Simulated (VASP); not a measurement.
# SnO (Pm) in VASP: single point with PBEsol+D3(BJ)

Aim: the single point of SnO with PBEsol+D3(BJ).

Program: VASP 6.6.1. These are calculated values, not measurements. Logs are shortened: lines on timing, memory, paths and dates and some standing lists are left out, and cuts for length are marked.

## Step 1: The cell of the first run

It takes space group Pm (No. 6, monoclinic). Conventional cell: a = 3.802 Å, b = 3.802 Å, c = 4.836 Å, α = 90.00°, β = 90.00°, γ = 90.00°. Within 2.3 Å of Sn (site symmetry m) lie 3 O at 1.72 to 2.16 Å. Within 2.9 Å of Sn (site symmetry m) lie 4 O at 2.22 Å. O (site symmetry m) has 3 Sn at 1.72 to 2.22 Å within 2.3 Å. Within 2.9 Å of O (site symmetry m) lie 4 Sn at 2.16 to 2.22 Å and 4 O at 2.69 Å.

## Step 2: Single point, PBEsol+D3(BJ) (atom 1 (Sn) moved by (-0.450, -0.225) A along y and z)

File INCAR:

```
SYSTEM = SnO
PREC = Accurate ; ENCUT = 520
EDIFF = 1E-7 ; ISMEAR = 0
SIGMA = 0.15 ; LREAL = .FALSE.
LASPH = .TRUE. ; NELM = 80
ALGO = Normal ; ISIF = 2
LWAVE = .FALSE. ; LCHARG = .FALSE.
GGA = PS ; IVDW = 12
NBANDS = 28
```

File KPOINTS:

```
Automatic mesh
0
G
  12 12 10
  0 0 0
```

File POSCAR:

```
SnO
1.0
    3.8020000000      0.0000000000      0.0000000000
    0.0000000000      3.8020000000      0.0000000000
    0.0000000000      0.0000000000      4.8360000000
Sn O
2 2
Direct
    0.0000000000      0.3816412415      0.1919739454
    0.5000000000      0.0000000000      0.7615000000
    0.0000000000      0.0000000000      0.0000000000
    0.5000000000      0.5000000000      0.0000000000
```

Potentials or basis: VASP PAW PBE potentials, release 64 (Sn_d, O).

On the command line:

```
$ cat potpaw_PBE.64/Sn_d/POTCAR potpaw_PBE.64/O/POTCAR > POTCAR
$ mpirun -np 1 vasp_std > vasp.out
```

OUTCAR:

```text
SYSTEM = SnO
   PREC = Accurate
   ENCUT = 520
   EDIFF = 1E-7
   ISMEAR = 0
   LREAL = .FALSE.
   LASPH = .TRUE.
   NELM = 80
   ISIF = 2
   GGA = PS
   IVDW = 12
 IVDW          = 12

 ion  position               nearest neighbor table
   1  0.000  0.382  0.192-   3 1.72   4 2.16   4 2.16   3 2.53   2 3.17   2 3.17   2 3.65   2 3.65
                             2 3.67   2 3.67
   2  0.500  0.000  0.761-   3 2.22   4 2.22   4 2.22   3 2.22   1 3.17   1 3.17   1 3.65   1 3.65
                             1 3.67   1 3.67
   3  0.000  0.000  0.000-   1 1.72   2 2.22   2 2.22   1 2.53
   4  0.500  0.500  0.000-   1 2.16   1 2.16   2 2.22   2 2.22

  LATTYP: Found a simple tetragonal cell.
 ALAT       =     3.8020000000
 C/A-ratio  =     1.2719621252

  Lattice vectors:

 A1 = (   3.8020000000,   0.0000000000,   0.0000000000)
 A2 = (   0.0000000000,   3.8020000000,   0.0000000000)
 A3 = (   0.0000000000,   0.0000000000,   4.8360000000)

Analysis of symmetry for initial positions (statically):
=====================================================================
 Subroutine PRICEL returns:
 Original cell was already a primitive cell.

 Routine SETGRP: Setting up the symmetry group for a
 simple tetragonal supercell.

 Subroutine GETGRP returns: Found  2 space group operations
 (whereof  2 operations were pure point group operations)
 out of a pool of 16 trial point group operations.

The static configuration has the point symmetry C_1h.

Analysis of symmetry for dynamics (positions and initial velocities):
=====================================================================
 Subroutine PRICEL returns:
 Original cell was already a primitive cell.

 Routine SETGRP: Setting up the symmetry group for a
 simple tetragonal supercell.

 Subroutine GETGRP returns: Found  2 space group operations
 (whereof  2 operations were pure point group operations)
 out of a pool of 16 trial point group operations.

The dynamic configuration has the point symmetry C_1h.

 Subroutine INISYM returns: Found  2 space group operations
 (whereof  2 operations are pure point group operations),
 and found     1 'primitive' translations

----------------------------------------------------------------------------------------

                                     Primitive cell

  volume of cell :      69.9054

  direct lattice vectors                    reciprocal lattice vectors
     3.802000000  0.000000000  0.000000000     0.263019463  0.000000000  0.000000000
     0.000000000  3.802000000  0.000000000     0.000000000  0.263019463  0.000000000
     0.000000000  0.000000000  4.836000000     0.000000000  0.000000000  0.206782465

  length of vectors
     3.802000000  3.802000000  4.836000000     0.263019463  0.263019463  0.206782465

  position of ions in fractional coordinates (direct lattice)
     0.000000000  0.381641241  0.191973945
     0.500000000  0.000000000  0.761500000
     0.000000000  0.000000000  0.000000000
     0.500000000  0.500000000  0.000000000

  ion indices of the primitive-cell ions
   primitive index   ion index
                 1           1
                 2           2
                 3           3
                 4           4

----------------------------------------------------------------------------------------

 KPOINTS: Automatic mesh

Automatic generation of k-mesh.
 Grid dimensions read from file:
 generate k-points for:   12   12   10

 Generating k-lattice:

  Cartesian coordinates                     Fractional coordinates (reciprocal lattice)
     0.021918289  0.000000000  0.000000000     0.083333333  0.000000000  0.000000000
     0.000000000  0.021918289  0.000000000     0.000000000  0.083333333  0.000000000
     0.000000000  0.000000000  0.020678246     0.000000000  0.000000000  0.100000000

  Length of vectors
     0.021918289  0.021918289  0.020678246

  Shift w.r.t. Gamma in fractional coordinates (k-lattice)
     0.000000000  0.000000000  0.000000000

 Subroutine IBZKPT returns following result:
 ===========================================

 Found    434 irreducible k-points:

 Following reciprocal coordinates:
            Coordinates               Weight
  0.000000  0.000000  0.000000      1.000000
  0.083333  0.000000  0.000000      2.000000
  0.000000  0.083333  0.000000      2.000000
  0.166667  0.000000  0.000000      2.000000
  0.000000  0.166667  0.000000      2.000000
  0.250000  0.000000  0.000000      2.000000
[... 16 lines left out ...]
  0.500000  0.083333  0.000000      2.000000
 -0.083333  0.500000  0.000000      2.000000
 [... further k-points ...]
   k-points           NKPTS =    434   k-points in BZ     NKDIM =    434   number of bands    NBANDS=     28
   number of dos      NEDOS =    301   number of ions     NIONS =      4
   total plane-waves  NPLWV =  28224
   dimension x,y,z NGX =    28 NGY =   28 NGZ =   36
   dimension x,y,z NGXF=    56 NGYF=   56 NGZF=   72
   ions per type =               2   2
   NGX,Y,Z   is equivalent  to a cutoff of  12.24, 12.24, 12.38 a.u.
   NGXF,Y,Z  is equivalent  to a cutoff of  24.49, 24.49, 24.75 a.u.
 SYSTEM =  SnO
   PREC   = accura    normal or accurate (medium, high low for compatibility)
   ISTART =      0    job   : 0-new  1-cont  2-samecut
   ICHARG =      2    charge: 1-file 2-atom 10-const
   ISPIN  =      1    spin polarized calculation?
   LNONCOLLINEAR =      F non collinear calculations
   LSORBIT =      F    spin-orbit coupling
   LASPH  =      T    aspherical Exc in radial PAW
   ENCUT  =  520.0 eV  38.22 Ry    6.18 a.u.   7.07  7.07  8.99*2*pi/ulx,y,z
   NELM   =     80;   NELMIN=  2; NELMDL= -5     # of ELM steps
   EDIFF  = 0.1E-06   stopping-criterion for ELM
   LREAL  =      F    real-space projection
   EDIFFG = 0.1E-05   stopping-criterion for IOM
   NSW    =      0    number of steps for IOM
   IBRION =     -1    ionic relax: 0-MD 1-quasi-New 2-CG
   NFREE  =      0    steps in history (QN), initial steepest desc. (CG)
   ISIF   =      2    stress and relaxation
   ISYM   =      2    0-nonsym 1-usesym 2-fastsym
   POTIM  = 0.5000    time-step for ionic-motion
   TEBEG  =    0.0;   TEEND  =   0.0 temperature during run
   PSTRESS=    0.0 pullay stress
   NELECT =      40.0000    total number of electrons
   NUPDOWN=      -1.0000    fix difference up-down
   EMIN   =  10.00;   EMAX   =-10.00  energy-range for DOS
   EFERMI =   0.00;   METHOD = LEGACY
   ISMEAR =     0;   SIGMA  =   0.15  broadening in eV -4-tet -1-fermi 0-gaus
   EFERMI_NEDOS =   21; number of points for ismear=-14 and -15
   IALGO  =     38    algorithm
   IMIX   =      4    mixing-type and parameters
     AMIX     =   0.40;   BMIX     =  1.00
     AMIX_MAG =   1.60;   BMIX_MAG =  1.00
  volume/ion in A,a.u.               =      17.48       117.94
  Fermi-wavevector in a.u.,A,eV,Ry     =   1.359121  2.568365 25.132801  1.847209
  Thomas-Fermi vector in A             =   2.485896
   LORBIT       =      0    0 simple, 1 ext, 2 COOP (PROOUT), +10 PAW based schemes
   GGA     = PS    functional components
   LHFCALC =     F    Hartree Fock is set to
   AEXX    =    0.0000 exact exchange contribution
   IVDW    =    12    specifies the selected vdW correction
   LEPSILON=     F    determine dielectric tensor
   LRPA    =     F    only Hartree local field effects (RPA)
 non-spin polarized calculation
 Gauss-broadening in eV      SIGMA  =   0.15
  energy-cutoff  :      520.00
  volume of cell :       69.91
 maximum number of plane-waves:      1904
   NGX = 15   NGY = 15   NGZ = 17

 number of electron      39.9999993 magnetization

 Free energy of the ion-electron system (eV)
  ---------------------------------------------------
  ext. energy  EPLUGINS =         0.00000000
  ---------------------------------------------------
  free energy    TOTEN  =       -22.30093856 eV

  energy without entropy =      -22.30093488  energy(sigma->0) =      -22.30093672

 E-fermi :   7.4065     XC(G=0): -10.3969

 val. band max:        7.0470806686   @ k =   0.1667   0.0833   0.0000
 cond. band min:       7.6953159562   @ k =   0.5000   0.5000   0.0000
 fundamental gap:      0.6482352877
 Fermi energy:         7.4064501914

 k-point     1 :       0.0000    0.0000    0.0000
  band No.  band energies     occupation
      1     -16.2039      2.00000
      2     -14.7674      2.00000
      3     -14.5928      2.00000
      4     -14.5316      2.00000
      5     -14.5128      2.00000
      6     -14.4993      2.00000
[... 20 lines left out ...]
     27      14.4729      0.00000
     28      14.9733      0.00000

 k-point     2 :       0.0833    0.0000    0.0000
  band No.  band energies     occupation
      1     -16.2051      2.00000
      2     -14.7761      2.00000
      3     -14.5891      2.00000
      4     -14.5306      2.00000
      5     -14.5110      2.00000
      6     -14.5009      2.00000
[... 20 lines left out ...]
     27      14.6456      0.00000
     28      15.3570      0.00000

 k-point     3 :       0.0000    0.0833    0.0000
  band No.  band energies     occupation
      1     -16.2014      2.00000
      2     -14.7747      2.00000
      3     -14.5925      2.00000
      4     -14.5437      2.00000
      5     -14.5057      2.00000
      6     -14.5007      2.00000
[... 20 lines left out ...]
     27      14.4584      0.00000
     28      15.6624      0.00000

 k-point     4 :       0.1667    0.0000    0.0000
  band No.  band energies     occupation
      1     -16.2084      2.00000
      2     -14.7993      2.00000
      3     -14.5795      2.00000
      4     -14.5286      2.00000
      5     -14.5056      2.00000
      6     -14.5047      2.00000
[... 578 lines left out ...]
     27      15.7388      0.00000
     28      16.1998      0.00000

 k-point    23 :       0.5000    0.0833    0.0000
  band No.  band energies     occupation
      1     -16.2207      2.00000
      2     -14.8907      2.00000
      3     -14.5392      2.00000
      4     -14.5343      2.00000
      5     -14.5124      2.00000
      6     -14.4765      2.00000
[... 20 lines left out ...]
     27      15.8449      0.00000
     28      16.5487      0.00000

 k-point    24 :      -0.0833    0.5000    0.0000
  band No.  band energies     occupation
      1     -16.1728      2.00000
      2     -14.9051      2.00000
      3     -14.5861      2.00000
      4     -14.5627      2.00000
      5     -14.5199      2.00000
      6     -14.4591      2.00000
[... 20 lines left out ...]
     27      15.8031      0.00000
     28      16.0346      0.00000

 [... further k-points ...]

------------------------ aborting loop because EDIFF is reached ----------------------------------------

 Edisp (eV)   -0.86364

 E8    (eV) :    -0.5715

  FORCE on cell =-STRESS in cart. coord.  units (eV):
  Direction    XX          YY          ZZ          XY          YZ          ZX
  --------------------------------------------------------------------------------------
  -------------------------------------------------------------------------------------
  Total       2.78723    12.61757     7.32646     0.00000     8.69060     0.00000
  in kB      63.88115   289.18503   167.91681     0.00000   199.18177     0.00000
  external pressure =      173.66 kB  Pullay stress =        0.00 kB

 VOLUME and BASIS-vectors are now :
 -----------------------------------------------------------------------------
  energy-cutoff  :      520.00
  volume of cell :       69.91
      direct lattice vectors                 reciprocal lattice vectors
     3.802000000  0.000000000  0.000000000     0.263019463  0.000000000  0.000000000
     0.000000000  3.802000000  0.000000000     0.000000000  0.263019463  0.000000000
     0.000000000  0.000000000  4.836000000     0.000000000  0.000000000  0.206782465

 POSITION                                       TOTAL-FORCE (eV/Angst)
 -----------------------------------------------------------------------------------
      0.00000      1.45100      0.92839         0.000000      8.847465      7.949233
      1.90100      0.00000      3.68261         0.000000     -0.731402     -1.746491
      0.00000      0.00000      0.00000         0.000000     -7.809847     -5.574721
      1.90100      1.90100      0.00000         0.000000     -0.306216     -0.628021
 -----------------------------------------------------------------------------------
    total drift:                                0.000000      0.000318      0.000613

  FREE ENERGIE OF THE ION-ELECTRON SYSTEM (eV)
  ---------------------------------------------------
  free  energy   TOTEN  =       -23.1645799363 eV

  energy  without entropy=      -23.1645762478  energy(sigma->0) =      -23.16457809
```

Wall time 19 min (1 thread of Intel Xeon 8259CL, shared host); peak memory 0.72 GiB.

What came out:

- Free energy: -23.1646 eV
- Pressure: 17.4 GPa
- Largest force: 11.894 eV/Å
- Band gap on the k mesh: 0.65 eV (least direct gap 1.66 eV)
- Dispersion energy per atom: -0.216 eV

Forces on the atoms (eV/Å):
```
Sn   0.000  8.847  7.949
Sn   0.000 -0.731 -1.746
O    0.000 -7.810 -5.575
O    0.000 -0.306 -0.628
```

Stress tensor (GPa, compression positive):
```
 6.39  0.00  0.00
 0.00 28.92 19.92
 0.00 19.92 16.79
```

Caveat: the cell differs from its parent crystal (atom 1 (Sn) moved by (-0.450, -0.225) A along y and z); the stress differs along the axes, from 6 to 29 GPa; semilocal functionals underestimate gaps, and a narrow one can read as zero; the PAW data sets were made with another functional, which shifts forces and pressure a little; spin-orbit coupling is left out, which moves the levels of the heavy elements.
